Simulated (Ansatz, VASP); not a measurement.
**Rb: VASP beside Ansatz**

```
Rb
1.0
    -2.84635    2.84635    2.84635
     2.84635   -2.84635    2.84635
     2.84635    2.84635   -2.84635
Rb
1
Direct
  0.00000 0.00000 0.00000
```

Alike in both runs: functional PBE; k mesh 10 × 10 × 10; occupations gaussian, width 0.1 eV; no spin polarisation.

Ansatz relaxed the structure, and its values are those at the end. VASP's run is a single point on that final structure, the one shown.

|  | VASP | Ansatz |
| --- | --- | --- |
| version | VASP 6.6.1 | Ansatz 0.2.0 |
| potentials or method | VASP PAW PBE potentials, release 64 (Rb_sv), cutoff 520 eV | scalar-relativistic, all-electron LAPW |

|  | VASP | Ansatz | Ansatz less VASP |
| --- | --- | --- | --- |
| gap on the k mesh at the Fermi level (eV) | none | none | - |
| pressure (GPa) | 0.0 | 0.0 | 0.00 |

A gap of «none» marks a metal or a gap that the smearing closes. Ansatz ran all-electron here, and VASP with PAW potentials.
